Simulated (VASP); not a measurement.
**SiC: electric field gradients with LDA**

The system is SiC.

```
Si C
1.0
     3.07600    0.00000    0.00000
    -1.53800    2.66389    0.00000
     0.00000    0.00000    5.04800
Si C
2 2
Direct
  0.33333 0.66667 0.00000
  0.66667 0.33333 0.50000
  0.33333 0.66667 0.38500
  0.66667 0.33333 0.88500
```

* Program: VASP 6.6.1
* Task: electric field gradients
* Functional: LDA
* Potentials or basis: VASP PAW LDA potentials, release 64 (Si, C)
* Cutoff: 520 eV
* k mesh: 16 × 16 × 9
* Occupations: fermi-dirac, width 0.15 eV
* Spin: no spin polarisation
* Dipole correction: no
* Further INCAR settings: ALGO = Normal; EDIFF = 1e-08; NBANDS = 16

```json
{
  "Pressure": "-3.6 GPa",
  "Largest force": "0.734 eV/Å",
  "Band gap on the k mesh": "2.26 eV (least direct gap 3.98 eV)",
  "Largest electric field gradient by atom": "Si +17.5; C +2.9 V/Å²"
}
```

Forces on the atoms (eV/Å):
```
Si   0.000  0.000  0.734
Si   0.000  0.000  0.734
C    0.000  0.000 -0.734
C    0.000  0.000 -0.734
```

Stress tensor (GPa, compression positive):
```
-2.16  0.00  0.00
 0.00 -2.16  0.00
 0.00  0.00 -6.42
```

Levels at points of the mesh, in eV from the valence-band top:
```csv
k point,band 6,band 7,band 8,band 9,band 10,band 11
"(0.00, 0.00, 0.00)",-0.27,-0.27,0.00,4.59,6.04,6.40
"(0.50, 0.00, 0.00)",-3.54,-3.29,-1.48,2.49,4.12,6.67
```

Electric field gradients, principal values (V/Å²):
| atom | least | middle | greatest (by size) |
| --- | --- | --- | --- |
| 1 Si | -8.755 | -8.755 | 17.510 |
| 2 Si | -8.755 | -8.755 | 17.510 |
| 3 C | -1.453 | -1.453 | 2.906 |
| 4 C | -1.453 | -1.453 | 2.906 |

Wall time 4.4 min on 1 thread of Intel Xeon 8259CL (shared host), peak memory 0.2 GiB.

Caveat: the cell stands under tension; without QUAD_EFG the Cq values of the log hold for a quadrupole moment of 1 mb, not for the nuclei; an odd mesh through Γ misses points on the zone boundary, where band edges can lie. A hybrid or GW would open this gap; LDA tends to underestimate it.
